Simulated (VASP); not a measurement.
# ZnAu (Pm-3m) in VASP: a series of runs

ZnAu is run at these levels: PBE; tasks: single point.

Program: VASP 6.6.1. These are calculated values, not measurements. Logs are shortened: lines on timing, memory, paths and dates and some standing lists are left out, and cuts for length are marked.

### 1 The cell of the first run

It takes space group Pm-3m (No. 221, cubic). The conventional cell has a = 3.169 Å, b = 3.169 Å, c = 3.169 Å, α = 90.00°, β = 90.00°, γ = 90.00°. Within 3.6 Å of Zn (site symmetry m-3m) lie 8 Au at 2.74 Å and 6 Zn at 3.17 Å. Within 3.6 Å of Au (site symmetry m-3m) lie 8 Zn at 2.74 Å and 6 Au at 3.17 Å.

### 2 Single point, PBE

Contents of INCAR:

```
SYSTEM = ZnAu
  PREC = Accurate
  ENCUT = 500
  EDIFF = 1E-6
  ISMEAR = 0
  SIGMA = 0.05
  LREAL = .False.
  LASPH = .True.
  NELM = 120
  ALGO = Normal
  ISIF = 2
  LWAVE = .False.
  LCHARG = .False.
  GGA = PE
  NBANDS = 18
  GGA_COMPAT = .False.
```

Contents of KPOINTS:

```
Automatic mesh
0
Gamma
  8 8 8
  0 0 0
```

Contents of POSCAR:

```
ZnAu
1.0
    3.1690752739      0.0000000000      0.0000000000
    0.0000000000      3.1690752739      0.0000000000
    0.0000000000      0.0000000000      3.1690752739
Zn Au
1 1
Direct
    0.5000000000      0.5000000000      0.5000000000
    0.0000000000      0.0000000000      0.0000000000
```

Potentials or basis: VASP PAW PBE potentials, release 64 (Zn, Au).

Run with:

```sh
> cat potpaw_PBE.64/Zn/POTCAR potpaw_PBE.64/Au/POTCAR > POTCAR
> mpirun -np 1 vasp_std > vasp.out
```

OUTCAR:

```text
SYSTEM = ZnAu
   PREC = Accurate
   ENCUT = 500
   EDIFF = 1E-6
   ISMEAR = 0
   LREAL = .False.
   LASPH = .True.
   NELM = 120
   ISIF = 2
   GGA = PE

 ion  position               nearest neighbor table
   1  0.500  0.500  0.500-   2 2.74   2 2.74   2 2.74   2 2.74   2 2.74   2 2.74   2 2.74   2 2.74

   2  0.000  0.000  0.000-   1 2.74   1 2.74   1 2.74   1 2.74   1 2.74   1 2.74   1 2.74   1 2.74

  LATTYP: Found a simple cubic cell.
 ALAT       =     3.1690752739

  Lattice vectors:

 A1 = (   3.1690752739,   0.0000000000,   0.0000000000)
 A2 = (   0.0000000000,   3.1690752739,   0.0000000000)
 A3 = (   0.0000000000,   0.0000000000,   3.1690752739)

Analysis of symmetry for initial positions (statically):
=====================================================================
 Subroutine PRICEL returns:
 Original cell was already a primitive cell.

 Routine SETGRP: Setting up the symmetry group for a
 simple cubic supercell.

 Subroutine GETGRP returns: Found 48 space group operations
 (whereof 48 operations were pure point group operations)
 out of a pool of 48 trial point group operations.

The static configuration has the point symmetry O_h .

Analysis of symmetry for dynamics (positions and initial velocities):
=====================================================================
 Subroutine PRICEL returns:
 Original cell was already a primitive cell.

 Routine SETGRP: Setting up the symmetry group for a
 simple cubic supercell.

 Subroutine GETGRP returns: Found 48 space group operations
 (whereof 48 operations were pure point group operations)
 out of a pool of 48 trial point group operations.

The dynamic configuration has the point symmetry O_h .

 Subroutine INISYM returns: Found 48 space group operations
 (whereof 48 operations are pure point group operations),
 and found     1 'primitive' translations

----------------------------------------------------------------------------------------

                                     Primitive cell

  volume of cell :      31.8271

  direct lattice vectors                    reciprocal lattice vectors
     3.169075274  0.000000000  0.000000000     0.315549463  0.000000000  0.000000000
     0.000000000  3.169075274  0.000000000     0.000000000  0.315549463  0.000000000
     0.000000000  0.000000000  3.169075274     0.000000000  0.000000000  0.315549463

  length of vectors
     3.169075274  3.169075274  3.169075274     0.315549463  0.315549463  0.315549463

  position of ions in fractional coordinates (direct lattice)
     0.500000000  0.500000000  0.500000000
     0.000000000  0.000000000  0.000000000

  ion indices of the primitive-cell ions
   primitive index   ion index
                 1           1
                 2           2

----------------------------------------------------------------------------------------

 KPOINTS: Automatic mesh

Automatic generation of k-mesh.
 Grid dimensions read from file:
 generate k-points for:    8    8    8

 Generating k-lattice:

  Cartesian coordinates                     Fractional coordinates (reciprocal lattice)
     0.039443683  0.000000000  0.000000000     0.125000000  0.000000000  0.000000000
     0.000000000  0.039443683  0.000000000     0.000000000  0.125000000  0.000000000
     0.000000000  0.000000000  0.039443683     0.000000000  0.000000000  0.125000000

  Length of vectors
     0.039443683  0.039443683  0.039443683

  Shift w.r.t. Gamma in fractional coordinates (k-lattice)
     0.000000000  0.000000000  0.000000000

 Subroutine IBZKPT returns following result:
 ===========================================

 Found     35 irreducible k-points:

 Following reciprocal coordinates:
            Coordinates               Weight
  0.000000  0.000000  0.000000      1.000000
  0.125000  0.000000  0.000000      6.000000
  0.250000  0.000000  0.000000      6.000000
  0.375000  0.000000  0.000000      6.000000
  0.500000  0.000000  0.000000      3.000000
  0.125000  0.125000  0.000000     12.000000
[... 16 lines left out ...]
  0.375000  0.375000  0.125000     24.000000
  0.500000  0.375000  0.125000     24.000000
 [... further k-points ...]
   k-points           NKPTS =     35   k-points in BZ     NKDIM =     35   number of bands    NBANDS=     18
   number of dos      NEDOS =    301   number of ions     NIONS =      2
   total plane-waves  NPLWV =  13824
   dimension x,y,z NGX =    24 NGY =   24 NGZ =   24
   dimension x,y,z NGXF=    48 NGYF=   48 NGZF=   48
   ions per type =               1   1
   NGX,Y,Z   is equivalent  to a cutoff of  12.59, 12.59, 12.59 a.u.
   NGXF,Y,Z  is equivalent  to a cutoff of  25.18, 25.18, 25.18 a.u.
 SYSTEM =  ZnAu
   PREC   = accura    normal or accurate (medium, high low for compatibility)
   ISTART =      0    job   : 0-new  1-cont  2-samecut
   ICHARG =      2    charge: 1-file 2-atom 10-const
   ISPIN  =      1    spin polarized calculation?
   LNONCOLLINEAR =      F non collinear calculations
   LSORBIT =      F    spin-orbit coupling
   LASPH  =      T    aspherical Exc in radial PAW
   ENCUT  =  500.0 eV  36.75 Ry    6.06 a.u.   5.78  5.78  5.78*2*pi/ulx,y,z
   NELM   =    120;   NELMIN=  2; NELMDL= -5     # of ELM steps
   EDIFF  = 0.1E-05   stopping-criterion for ELM
   LREAL  =      F    real-space projection
   EDIFFG = 0.1E-04   stopping-criterion for IOM
   NSW    =      0    number of steps for IOM
   IBRION =     -1    ionic relax: 0-MD 1-quasi-New 2-CG
   NFREE  =      0    steps in history (QN), initial steepest desc. (CG)
   ISIF   =      2    stress and relaxation
   ISYM   =      2    0-nonsym 1-usesym 2-fastsym
   POTIM  = 0.5000    time-step for ionic-motion
   TEBEG  =    0.0;   TEEND  =   0.0 temperature during run
   PSTRESS=    0.0 pullay stress
   NELECT =      23.0000    total number of electrons
   NUPDOWN=      -1.0000    fix difference up-down
   EMIN   =  10.00;   EMAX   =-10.00  energy-range for DOS
   EFERMI =   0.00;   METHOD = LEGACY
   ISMEAR =     0;   SIGMA  =   0.05  broadening in eV -4-tet -1-fermi 0-gaus
   EFERMI_NEDOS =   21; number of points for ismear=-14 and -15
   IALGO  =     38    algorithm
   IMIX   =      4    mixing-type and parameters
     AMIX     =   0.40;   BMIX     =  1.00
     AMIX_MAG =   1.60;   BMIX_MAG =  1.00
  volume/ion in A,a.u.               =      15.91       107.39
  Fermi-wavevector in a.u.,A,eV,Ry     =   1.469101  2.776198 29.364866  2.158257
  Thomas-Fermi vector in A             =   2.584519
   LORBIT       =      0    0 simple, 1 ext, 2 COOP (PROOUT), +10 PAW based schemes
   GGA     = PE    functional components
   LHFCALC =     F    Hartree Fock is set to
   AEXX    =    0.0000 exact exchange contribution
   IVDW    =     0    specifies the selected vdW correction
   LEPSILON=     F    determine dielectric tensor
   LRPA    =     F    only Hartree local field effects (RPA)
 non-spin polarized calculation
 Gauss-broadening in eV      SIGMA  =   0.05
  energy-cutoff  :      500.00
  volume of cell :       31.83
 maximum number of plane-waves:       840
 NGX is ok and might be reduce to    24
   NGX = 11   NGY = 11   NGZ = 11

 number of electron      23.0000027 magnetization

 Free energy of the ion-electron system (eV)
  ---------------------------------------------------
  ext. energy  EPLUGINS =         0.00000000
  ---------------------------------------------------
  free energy    TOTEN  =        -4.75373797 eV

  energy without entropy =       -4.75340359  energy(sigma->0) =       -4.75357078

 E-fermi :   6.6146     XC(G=0): -12.2574

 val. band max:        6.5483397325   @ k =   0.5000   0.3750   0.2500
 cond. band min:       6.9300186489   @ k =   0.3750   0.3750   0.1250
 fundamental gap:      0.3816789164
 Fermi energy:         6.6145782641

 k-point     1 :       0.0000    0.0000    0.0000
  band No.  band energies     occupation
      1      -3.5839      2.00000
      2      -1.1839      2.00000
      3      -1.1839      2.00000
      4      -0.5407      2.00000
      5      -0.5407      2.00000
      6      -0.5407      2.00000
[... 10 lines left out ...]
     17      18.8252      0.00000
     18      25.0631      0.00000

 k-point     2 :       0.1250    0.0000    0.0000
  band No.  band energies     occupation
      1      -3.3124      2.00000
      2      -1.1285      2.00000
      3      -1.1088      2.00000
      4      -0.5441      2.00000
      5      -0.5441      2.00000
      6      -0.5198      2.00000
[... 10 lines left out ...]
     17      20.1356      0.00000
     18      24.7963      0.00000

 k-point     3 :       0.2500    0.0000    0.0000
  band No.  band energies     occupation
      1      -2.5371      2.00000
      2      -0.9854      2.00000
      3      -0.9304      2.00000
      4      -0.5495      2.00000
      5      -0.5495      2.00000
      6      -0.4682      2.00000
[... 10 lines left out ...]
     17      22.7749      0.00000
     18      23.0698      0.00000

 k-point     4 :       0.3750    0.0000    0.0000
  band No.  band energies     occupation
      1      -1.4312      2.00000
      2      -0.8249      2.00000
      3      -0.7444      2.00000
      4      -0.5507      2.00000
      5      -0.5507      2.00000
      6      -0.4150      2.00000
[... 10 lines left out ...]
     17      20.4200      0.00000
     18      20.4208      0.00000

 k-point     5 :       0.5000    0.0000    0.0000
  band No.  band energies     occupation
      1      -0.8232      2.00000
      2      -0.7515      2.00000
      3      -0.5497      2.00000
      4      -0.5497      2.00000
      5      -0.5132      2.00000
      6      -0.3924      2.00000
[... 10 lines left out ...]
     17      17.8677      0.00000
     18      18.1093      0.00000

 k-point     6 :       0.1250    0.1250    0.0000
  band No.  band energies     occupation
      1      -3.0492      2.00000
      2      -1.0745      2.00000
      3      -1.0423      2.00000
      4      -0.5822      2.00000
      5      -0.5466      2.00000
      6      -0.4803      2.00000
[... 10 lines left out ...]
     17      20.2840      0.00000
     18      23.0448      0.00000

 k-point     7 :       0.2500    0.1250    0.0000
  band No.  band energies     occupation
      1      -2.3116      2.00000
      2      -0.9575      2.00000
      3      -0.8691      2.00000
      4      -0.6098      2.00000
      5      -0.5351      2.00000
      6      -0.4518      2.00000
[... 10 lines left out ...]
     17      20.6443      0.00000
     18      23.1387      0.00000

 k-point     8 :       0.3750    0.1250    0.0000
  band No.  band energies     occupation
      1      -1.3521      2.00000
      2      -0.8426      2.00000
      3      -0.7216      2.00000
      4      -0.6070      2.00000
      5      -0.4585      2.00000
      6      -0.3774      2.00000
[... 10 lines left out ...]
     17      20.1474      0.00000
     18      20.5029      0.00000
[... 229 lines left out ...]
     17      20.6145      0.00000
     18      21.0096      0.00000

 k-point    20 :       0.2500    0.2500    0.1250
  band No.  band energies     occupation
      1      -1.5437      2.00000
      2      -0.8562      2.00000
      3      -0.7012      2.00000
      4      -0.6848      2.00000
      5      -0.5873      2.00000
      6      -0.4266      2.00000
[... 10 lines left out ...]
     17      20.6264      0.00000
     18      20.8308      0.00000

 k-point    21 :       0.3750    0.2500    0.1250
  band No.  band energies     occupation
      1      -1.1708      2.00000
      2      -0.8809      2.00000
      3      -0.7271      2.00000
      4      -0.6465      2.00000
      5      -0.5434      2.00000
      6       0.0723      2.00000
[... 10 lines left out ...]
     17      20.1953      0.00000
     18      21.7524      0.00000

 k-point    22 :       0.5000    0.2500    0.1250
  band No.  band energies     occupation
      1      -1.0839      2.00000
      2      -0.9265      2.00000
      3      -0.7179      2.00000
      4      -0.6869      2.00000
      5      -0.4964      2.00000
      6       0.6759      2.00000
[... 10 lines left out ...]
     17      19.9614      0.00000
     18      22.7956      0.00000

 k-point    23 :       0.3750    0.3750    0.1250
  band No.  band energies     occupation
      1      -1.2008      2.00000
      2      -1.0208      2.00000
      3      -0.8083      2.00000
      4      -0.7340      2.00000
      5      -0.3642      2.00000
      6       0.4261      2.00000
[... 10 lines left out ...]
     17      19.0447      0.00000
     18      21.0638      0.00000

 k-point    24 :       0.5000    0.3750    0.1250
  band No.  band energies     occupation
      1      -1.2177      2.00000
      2      -1.0894      2.00000
      3      -0.8122      2.00000
      4      -0.8016      2.00000
      5      -0.3021      2.00000
      6       0.5348      2.00000
[... 10 lines left out ...]
     17      18.9612      0.00000
     18      21.0977      0.00000

 [... further k-points ...]

------------------------ aborting loop because EDIFF is reached ----------------------------------------

  FORCE on cell =-STRESS in cart. coord.  units (eV):
  Direction    XX          YY          ZZ          XY          YZ          ZX
  --------------------------------------------------------------------------------------
  -------------------------------------------------------------------------------------
  Total        0.4626020      0.4626020      0.4626020      0.0000000     -0.0000000      0.0000000
  in kB       23.2873679     23.2873679     23.2873679      0.0000000     -0.0000000      0.0000000
  external PRESSURE =      23.2873679 kB  Pullay stress =       0.0000000 kB

 VOLUME and BASIS-vectors are now :
 -----------------------------------------------------------------------------
  energy-cutoff  :      500.00
  volume of cell :       31.83
      direct lattice vectors                 reciprocal lattice vectors
     3.169075274  0.000000000  0.000000000     0.315549463  0.000000000  0.000000000
     0.000000000  3.169075274  0.000000000     0.000000000  0.315549463  0.000000000
     0.000000000  0.000000000  3.169075274     0.000000000  0.000000000  0.315549463

 POSITION                                       TOTAL-FORCE (eV/Angst)
 -----------------------------------------------------------------------------------
      1.58454      1.58454      1.58454         0.000000      0.000000      0.000000
      0.00000      0.00000      0.00000         0.000000      0.000000      0.000000
 -----------------------------------------------------------------------------------
    total drift:                                0.000000      0.000000     -0.000000

  FREE ENERGIE OF THE ION-ELECTRON SYSTEM (eV)
  ---------------------------------------------------
  free  energy   TOTEN  =        -4.7537379689 eV

  energy  without entropy=       -4.7534035859  energy(sigma->0) =       -4.75357078
```

Wall time 19 s (1 thread of Intel Xeon 8259CL, shared host); peak memory 0.15 GiB.

Results:

```yaml
Free_energy: -4.7537 eV
Pressure: 2.3 GPa
```

Levels at points of the mesh, in eV from the Fermi level:
| k point | band 8 | band 9 | band 10 | band 11 | band 12 | band 13 | band 14 | band 15 |
| --- | --- | --- | --- | --- | --- | --- | --- | --- |
| (0.00, 0.00, 0.00) | -5.12 | -3.48 | -3.48 | -3.48 | 5.19 | 5.19 | 5.19 | 8.82 |
| (0.50, 0.00, 0.00) | -5.15 | -4.60 | -4.60 | -3.62 | -2.15 | 10.61 | 11.24 | 11.24 |
| (0.50, 0.50, 0.00) | -3.82 | -3.82 | -2.91 | -1.67 | -1.67 | 0.99 | 2.60 | 10.52 |
| (0.50, 0.50, 0.50) | -6.07 | -2.86 | -2.86 | 1.57 | 3.69 | 3.96 | 3.96 | 3.96 |

Caveat: spin-orbit coupling is left out, which moves the levels of the heavy elements.

(Part 1 of 2 ends here.)
